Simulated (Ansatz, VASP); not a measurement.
RbAl2W3: VASP beside Ansatz

File INCAR:

```
  ALGO = Normal
  EDIFF = 1E-7
  EDIFFG = -0.04
  ENCUT = 500
  GGA = PE
  GGA_COMPAT = F
  IBRION = 2
  ISIF = 3
  ISMEAR = 0
  LASPH = T
  LCHARG = F
  LREAL = F
  LWAVE = F
  NELM = 120
  NELMIN = 4
  NSW = 90
  PREC = Accurate
  SIGMA = 0.1
```

Contents of KPOINTS:

```
k-points
0
Gamma
  4 4 4
```

Contents of POSCAR:

```
RbAl2W3
1.0
   -3.0670982100      3.1589717200      3.2203019600
    3.0670982100     -3.1589717200      3.2203019600
    3.0670982100      3.1589717200     -3.2203019600
Rb Al W
1 2 3
Direct
    0.0000000000      0.5000000000      0.5000000000
    0.2763392900      0.0000000000      0.2763392900
    0.7236607100      0.0000000000      0.7236607100
    0.5000000000      0.7883199900      0.2883199900
    0.5000000000      0.2116800100      0.7116800100
    0.5000000000      0.5000000000      0.0000000000
```

Input for Ansatz:

```yaml
crystal:
  lattice:
    - [-3.06709821, 3.15897172, 3.22030196]
    - [3.06709821, -3.15897172, 3.22030196]
    - [3.06709821, 3.15897172, -3.22030196]
  atoms:
    - { symbol: Rb, position: [0.0, 0.5, 0.5] }
    - { symbol: Al, position: [0.27633929, 0.0, 0.27633929] }
    - { symbol: Al, position: [0.72366071, 0.0, 0.72366071] }
    - { symbol: W, position: [0.5, 0.78831999, 0.28831999] }
    - { symbol: W, position: [0.5, 0.21168001, 0.71168001] }
    - { symbol: W, position: [0.5, 0.5, 0.0] }
basis:
  ecutwfc: 420
kpoints:
  mp_grid: { grid: [4, 4, 4] }
hamiltonian:
  xc: pbe
scf:
  occupations: { method: gaussian, width: 0.1 }
  lower_state_search: "off"
output:
  forces: true
  stress: true
  eigenvalues: true
relax:
  adjacent_minimum: "off"
  f_tol: 0.04
  max_steps: 70
  cell: { stress_tol: 0.4 }
```

Alike in both runs: task relaxation of cell and atoms; functional PBE; k mesh 4 × 4 × 4; occupations gaussian, width 0.1 eV; no spin polarisation.

|  | VASP | Ansatz |
| --- | --- | --- |
| version | VASP 6.6.1 | Ansatz 0.2.0 |
| potentials or method | VASP PAW PBE potentials, release 64 (Rb_sv, Al, W_sv), cutoff 500 eV | scalar-relativistic, plane waves, PAW |
| valence electrons in the cell | 57 | 57 |

|  | VASP | Ansatz | Ansatz less VASP |
| --- | --- | --- | --- |
| gap on the k mesh at the Fermi level, each at its own relaxed structure (eV) | none | none | - |
| relaxed volume (Å³/atom) | 24.17 | 24.16 | -0.011 |
| relaxed cell length with the largest relative difference (Å) | 5.847 | 5.848 | +0.0007 |

A gap of «none» marks a metal or a gap that the smearing closes.

Neither program's run includes spin-orbit coupling. Noted on VASP's run: the volume moved by over 15 % at a fixed basis, so the end points are rough.
